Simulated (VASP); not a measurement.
# PN2 (Ibam) in VASP: a series of runs

PN2 is run at these levels: PBE; tasks: single point.

Program: VASP 6.6.1. These are calculated values, not measurements. Logs are shortened: lines on timing, memory, paths and dates and some standing lists are left out, and cuts for length are marked.

## 1. The cell of the first run

It takes space group Ibam (No. 72, orthorhombic). The conventional cell has a = 6.152 Å, b = 6.242 Å, c = 4.661 Å, α = 90.00°, β = 90.00°, γ = 90.00°. Within 2.2 Å of P (site symmetry 222) lie 4 N at 1.67 Å. N (site symmetry m) has 2 P at 1.67 Å within 2.2 Å.

## 2. Single point, PBE

File INCAR:

```
ALGO = Normal
EDIFF = 1E-6
ENCUT = 520
GGA = PE
ISIF = 2
ISMEAR = 0
LASPH = T
LCHARG = F
LREAL = F
LWAVE = F
NBANDS = 24
NELM = 60
PREC = Accurate
SIGMA = 0.1
```

File KPOINTS:

```
k-points
0
Gamma
  10 10 10
```

File POSCAR:

```
PN2
1.0
   -3.0759816713      3.1208189736      2.3307282854
    3.0759816713     -3.1208189736      2.3307282854
    3.0759816713      3.1208189736     -2.3307282854
P N
2 4
Direct
    0.2500000000      0.2500000000      0.0000000000
    0.7500000000      0.7500000000      0.0000000000
    0.1353985419      0.1371935887      0.2725921306
    0.8646014581      0.8628064113      0.7274078694
    0.3646014581      0.6371935887      0.0017950468
    0.6353985419      0.3628064113      0.9982049532
```

Potentials or basis: VASP PAW PBE potentials, release 64 (P, N).

Started as:

```sh
> cat potpaw_PBE.64/P/POTCAR potpaw_PBE.64/N/POTCAR > POTCAR
> mpirun -np 1 vasp_std > vasp.out
```

OUTCAR:

```text
EDIFF = 1E-6
   ENCUT = 520
   GGA = PE
   ISIF = 2
   ISMEAR = 0
   LASPH = T
   LREAL = F
   NELM = 60
   PREC = Accurate

 ion  position               nearest neighbor table
   1  0.250  0.250  0.000-   3 1.67   4 1.67   5 1.67   6 1.67   2 2.33   2 2.33
   2  0.750  0.750  0.000-   3 1.67   4 1.67   5 1.67   6 1.67   1 2.33   1 2.33
   3  0.135  0.137  0.273-   1 1.67   2 1.67
   4  0.865  0.863  0.727-   1 1.67   2 1.67
   5  0.365  0.637  0.002-   1 1.67   2 1.67
   6  0.635  0.363  0.998-   1 1.67   2 1.67

  LATTYP: Found a body centered orthorhombic cell.
 ALAT       =     4.6614565708
 B/A-ratio  =     1.3197512943
 C/A-ratio  =     1.3389887586

  Lattice vectors:

 A1 = (   3.0759816713,  -3.1208189736,   2.3307282854)
 A2 = (  -3.0759816713,  -3.1208189736,  -2.3307282854)
 A3 = (   3.0759816713,   3.1208189736,  -2.3307282854)

Analysis of symmetry for initial positions (statically):
=====================================================================
 Subroutine PRICEL returns:
 Original cell was already a primitive cell.

 Routine SETGRP: Setting up the symmetry group for a
 body centered orthorhombic supercell.

 Subroutine GETGRP returns: Found  8 space group operations
 (whereof  4 operations were pure point group operations)
 out of a pool of  8 trial point group operations.

The static configuration has the point symmetry C_2h.
 The point group associated with its full space group is D_2h.

Analysis of symmetry for dynamics (positions and initial velocities):
=====================================================================
 Subroutine PRICEL returns:
 Original cell was already a primitive cell.

 Routine SETGRP: Setting up the symmetry group for a
 body centered orthorhombic supercell.

 Subroutine GETGRP returns: Found  8 space group operations
 (whereof  4 operations were pure point group operations)
 out of a pool of  8 trial point group operations.

The dynamic configuration has the point symmetry C_2h.
 The point group associated with its full space group is D_2h.

 Subroutine INISYM returns: Found  8 space group operations
 (whereof  4 operations are pure point group operations),
 and found     1 'primitive' translations

----------------------------------------------------------------------------------------

                                     Primitive cell

  volume of cell :      89.4961

  direct lattice vectors                    reciprocal lattice vectors
    -3.075981671  3.120818974  2.330728285     0.000000000  0.160214355  0.214525221
     3.075981671 -3.120818974  2.330728285     0.162549733  0.000000000  0.214525221
     3.075981671  3.120818974 -2.330728285     0.162549733  0.160214355  0.000000000

  length of vectors
     4.963211526  4.963211526  4.963211526     0.267749342  0.269153276  0.228234650

  position of ions in fractional coordinates (direct lattice)
     0.250000000  0.250000000  0.000000000
     0.750000000  0.750000000  0.000000000
     0.135398542  0.137193589  0.272592131
     0.864601458  0.862806411  0.727407869
     0.364601458  0.637193589  0.001795047
     0.635398542  0.362806411  0.998204953

  ion indices of the primitive-cell ions
   primitive index   ion index
                 1           1
                 2           2
                 3           3
                 4           4
                 5           5
                 6           6

----------------------------------------------------------------------------------------

 KPOINTS: k-points

Automatic generation of k-mesh.
 Grid dimensions read from file:
 generate k-points for:   10   10   10

 Generating k-lattice:

  Cartesian coordinates                     Fractional coordinates (reciprocal lattice)
     0.000000000  0.016021436  0.021452522     0.100000000  0.000000000  0.000000000
     0.016254973  0.000000000  0.021452522     0.000000000  0.100000000 -0.000000000
     0.016254973  0.016021436  0.000000000     0.000000000 -0.000000000  0.100000000

  Length of vectors
     0.026774934  0.026915328  0.022823465

  Shift w.r.t. Gamma in fractional coordinates (k-lattice)
     0.000000000  0.000000000  0.000000000

 Subroutine IBZKPT returns following result:
 ===========================================

 Found    171 irreducible k-points:

 Following reciprocal coordinates:
            Coordinates               Weight
  0.000000  0.000000  0.000000      1.000000
  0.100000 -0.000000  0.000000      4.000000
  0.200000 -0.000000  0.000000      4.000000
  0.300000 -0.000000  0.000000      4.000000
  0.400000  0.000000  0.000000      4.000000
  0.500000 -0.000000  0.000000      2.000000
[... 16 lines left out ...]
 -0.400000  0.200000  0.000000      8.000000
 -0.300000  0.200000 -0.000000      8.000000
 [... further k-points ...]
   k-points           NKPTS =    171   k-points in BZ     NKDIM =    171   number of bands    NBANDS=     24
   number of dos      NEDOS =    301   number of ions     NIONS =      6
   total plane-waves  NPLWV =  64000
   dimension x,y,z NGX =    40 NGY =   40 NGZ =   40
   dimension x,y,z NGXF=    80 NGYF=   80 NGZF=   80
   ions per type =               2   4
   NGX,Y,Z   is equivalent  to a cutoff of  13.40, 13.40, 13.40 a.u.
   NGXF,Y,Z  is equivalent  to a cutoff of  26.80, 26.80, 26.80 a.u.
 SYSTEM =  unknown system
   PREC   = accura    normal or accurate (medium, high low for compatibility)
   ISTART =      0    job   : 0-new  1-cont  2-samecut
   ICHARG =      2    charge: 1-file 2-atom 10-const
   ISPIN  =      1    spin polarized calculation?
   LNONCOLLINEAR =      F non collinear calculations
   LSORBIT =      F    spin-orbit coupling
   LASPH  =      T    aspherical Exc in radial PAW
   ENCUT  =  520.0 eV  38.22 Ry    6.18 a.u.   9.23  9.23  9.23*2*pi/ulx,y,z
   NELM   =     60;   NELMIN=  2; NELMDL= -5     # of ELM steps
   EDIFF  = 0.1E-05   stopping-criterion for ELM
   LREAL  =      F    real-space projection
   EDIFFG = 0.1E-04   stopping-criterion for IOM
   NSW    =      0    number of steps for IOM
   IBRION =     -1    ionic relax: 0-MD 1-quasi-New 2-CG
   NFREE  =      0    steps in history (QN), initial steepest desc. (CG)
   ISIF   =      2    stress and relaxation
   ISYM   =      2    0-nonsym 1-usesym 2-fastsym
   POTIM  = 0.5000    time-step for ionic-motion
   TEBEG  =    0.0;   TEEND  =   0.0 temperature during run
   PSTRESS=    0.0 pullay stress
   NELECT =      30.0000    total number of electrons
   NUPDOWN=      -1.0000    fix difference up-down
   EMIN   =  10.00;   EMAX   =-10.00  energy-range for DOS
   EFERMI =   0.00;   METHOD = LEGACY
   ISMEAR =     0;   SIGMA  =   0.10  broadening in eV -4-tet -1-fermi 0-gaus
   EFERMI_NEDOS =   21; number of points for ismear=-14 and -15
   IALGO  =     38    algorithm
   IMIX   =      4    mixing-type and parameters
     AMIX     =   0.40;   BMIX     =  1.00
     AMIX_MAG =   1.60;   BMIX_MAG =  1.00
  volume/ion in A,a.u.               =      14.92       100.66
  Fermi-wavevector in a.u.,A,eV,Ry     =   1.137227  2.149048 17.596222  1.293286
  Thomas-Fermi vector in A             =   2.273932
   LORBIT       =      0    0 simple, 1 ext, 2 COOP (PROOUT), +10 PAW based schemes
   GGA     = PE    functional components
   LHFCALC =     F    Hartree Fock is set to
   AEXX    =    0.0000 exact exchange contribution
   IVDW    =     0    specifies the selected vdW correction
   LEPSILON=     F    determine dielectric tensor
   LRPA    =     F    only Hartree local field effects (RPA)
 non-spin polarized calculation
 Gauss-broadening in eV      SIGMA  =   0.10
  energy-cutoff  :      520.00
  volume of cell :       89.50
 maximum number of plane-waves:      2434
 NGX is ok and might be reduce to    40
   NGX = 19   NGY = 19   NGZ = 19

 number of electron      30.0000002 magnetization

 Free energy of the ion-electron system (eV)
  ---------------------------------------------------
  ext. energy  EPLUGINS =         0.00000000
  ---------------------------------------------------
  free energy    TOTEN  =       -40.72162813 eV

  energy without entropy =      -40.70249712  energy(sigma->0) =      -40.71206262

 E-fermi :   0.8756     XC(G=0):  -8.6399

 val. band max:        0.8755477069   @ k =   0.4000  -0.3000   0.1000
 cond. band min:       0.8756133786   @ k =   0.2000  -0.1000   0.1000
 fundamental gap:      0.0000656717
 Fermi energy:         0.8756070768

 k-point     1 :       0.0000    0.0000    0.0000
  band No.  band energies     occupation
      1     -18.6675      2.00000
      2     -15.4224      2.00000
      3     -12.9996      2.00000
      4     -12.9966      2.00000
      5      -9.3264      2.00000
      6      -4.2931      2.00000
[... 16 lines left out ...]
     23      11.0131      0.00000
     24      11.2083      0.00000

 k-point     2 :       0.1000   -0.0000    0.0000
  band No.  band energies     occupation
      1     -18.6129      2.00000
      2     -15.5571      2.00000
      3     -13.0075      2.00000
      4     -13.0044      2.00000
      5      -9.1308      2.00000
      6      -4.4741      2.00000
[... 16 lines left out ...]
     23      10.8301      0.00000
     24      11.3027      0.00000

 k-point     3 :       0.2000   -0.0000    0.0000
  band No.  band energies     occupation
      1     -18.4507      2.00000
      2     -15.9118      2.00000
      3     -13.0280      2.00000
      4     -13.0249      2.00000
      5      -8.5916      2.00000
      6      -4.8256      2.00000
[... 16 lines left out ...]
     23      10.5383      0.00000
     24      11.7227      0.00000
[... 514 lines left out ...]
 k-point    23 :      -0.4000    0.2000    0.0000
  band No.  band energies     occupation
      1     -18.4058      2.00000
      2     -15.9342      2.00000
      3     -13.1606      2.00000
      4     -13.0227      2.00000
      5      -8.6384      2.00000
      6      -4.8295      2.00000
[... 16 lines left out ...]
     23      10.6640      0.00000
     24      11.1281      0.00000

 k-point    24 :      -0.3000    0.2000   -0.0000
  band No.  band energies     occupation
      1     -18.5743      2.00000
      2     -15.5707      2.00000
      3     -13.1395      2.00000
      4     -13.0022      2.00000
      5      -9.1858      2.00000
      6      -4.4762      2.00000
[... 16 lines left out ...]
     23      10.7780      0.00000
     24      10.9968      0.00000

 [... further k-points ...]

------------------------ aborting loop because EDIFF is reached ----------------------------------------

  FORCE on cell =-STRESS in cart. coord.  units (eV):
  Direction    XX          YY          ZZ          XY          YZ          ZX
  --------------------------------------------------------------------------------------
  -------------------------------------------------------------------------------------
  Total       -0.2667843     -0.3110025     -0.5363795     -0.0000000      0.0000000      0.0000000
  in kB       -4.7760277     -5.5676311     -9.6023779     -0.0000000      0.0000000      0.0000000
  external PRESSURE =      -6.6486789 kB  Pullay stress =       0.0000000 kB

 VOLUME and BASIS-vectors are now :
 -----------------------------------------------------------------------------
  energy-cutoff  :      520.00
  volume of cell :       89.50
      direct lattice vectors                 reciprocal lattice vectors
    -3.075981671  3.120818974  2.330728285     0.000000000  0.160214355  0.214525221
     3.075981671 -3.120818974  2.330728285     0.162549733  0.000000000  0.214525221
     3.075981671  3.120818974 -2.330728285     0.162549733  0.160214355  0.000000000

 POSITION                                       TOTAL-FORCE (eV/Angst)
 -----------------------------------------------------------------------------------
      0.00000      0.00000      1.16536         0.000000     -0.000000     -0.000000
      0.00000      0.00000      3.49609         0.000000     -0.000000     -0.000000
      0.84401      0.84511      0.00000        -0.061679     -0.061506      0.000000
      2.23197      2.27571      2.33073         0.061679      0.061506     -0.000000
      0.84401     -0.84511      2.33073        -0.061679      0.061506     -0.000000
      2.23197      3.96593      0.00000         0.061679     -0.061506      0.000000
 -----------------------------------------------------------------------------------
    total drift:                               -0.000000      0.000000     -0.000000

  FREE ENERGIE OF THE ION-ELECTRON SYSTEM (eV)
  ---------------------------------------------------
  free  energy   TOTEN  =       -40.7216281265 eV

  energy  without entropy=      -40.7024971197  energy(sigma->0) =      -40.71206262
```

Wall time 3.6 min (1 thread of Intel Xeon 6975P-C (Granite Rapids), shared host); peak memory 0.42 GiB.

Results:

* Free energy: -40.7216 eV
* Pressure: -0.7 GPa
* Largest force: 0.087 eV/Å
* Band gap on the k mesh: zero (bands 15 and 16 overlap by 0.80 eV)

Forces in eV/Å, atoms in the order of the input:
```
P    0.000  0.000  0.000
P    0.000  0.000  0.000
N   -0.062 -0.062  0.000
N    0.062  0.062  0.000
N   -0.062  0.062  0.000
N    0.062 -0.062  0.000
```

Stress tensor (GPa, compression positive):
```
-0.48  0.00  0.00
 0.00 -0.56  0.00
 0.00  0.00 -0.96
```

## 3. Single point, PBE

File INCAR:

```
SYSTEM = PN2
ALGO = Normal ; EDIFF = 1E-6
ENCUT = 520 ; GGA = PE
ISIF = 2 ; ISMEAR = 0
LASPH = .True. ; LCHARG = .False.
LREAL = .False. ; LWAVE = .False.
NBANDS = 24 ; NELM = 60
PREC = Accurate ; SIGMA = 0.1
```

File KPOINTS:

```
k-points
0
Gamma
  12 12 12
  0 0 0
```

Changes to POSCAR since step 2:

```diff
@@ -12,3 +12,3 @@
     0.8646014581      0.8628064113      0.7274078694
-    0.3646014581      0.6371935887      0.0017950468
-    0.6353985419      0.3628064113      0.9982049532
+    0.3646014581      0.6371935887      0.0017950467
+    0.6353985419      0.3628064113      0.9982049533
```

Potentials or basis: VASP PAW PBE potentials, release 64 (P, N).

Started as:

```sh
> cat potpaw_PBE.64/P/POTCAR potpaw_PBE.64/N/POTCAR > POTCAR
> mpirun -np 1 vasp_std > vasp.out
```

Wall time 5.6 min (1 thread of Intel Xeon 6975P-C (Granite Rapids), shared host); peak memory 0.56 GiB.

It converged, with:

* Free energy: -40.7212 eV
* Pressure: -0.7 GPa
* Largest force: 0.084 eV/Å
* Band gap on the k mesh: zero (bands 15 and 16 overlap by 0.80 eV)

Forces in eV/Å, atoms in the order of the input:
```
P    0.000  0.000  0.000
P    0.000  0.000  0.000
N   -0.060 -0.059  0.000
N    0.060  0.059  0.000
N   -0.060  0.059  0.000
N    0.060 -0.059  0.000
```

Stress tensor (GPa, compression positive):
```
-0.47  0.00  0.00
 0.00 -0.55  0.00
 0.00  0.00 -0.96
```

Levels at points of the mesh, in eV from the Fermi level:
```tsv
k point	band 13	band 14	band 15	band 16	band 17	band 18
(0.00, 0.00, 0.00)	-0.92	0.29	0.30	0.36	5.32	7.71
(0.50, 0.00, 0.00)	-0.53	-0.53	-0.48	-0.48	6.22	6.22
(0.00, 0.50, 0.00)	-0.55	-0.55	-0.45	-0.45	6.22	6.22
(0.50, 0.50, 0.00)	-1.40	-0.83	0.32	0.64	5.88	7.30
(0.50, 0.50, 0.50)	-2.03	-0.81	-0.81	0.85	6.29	7.58
```
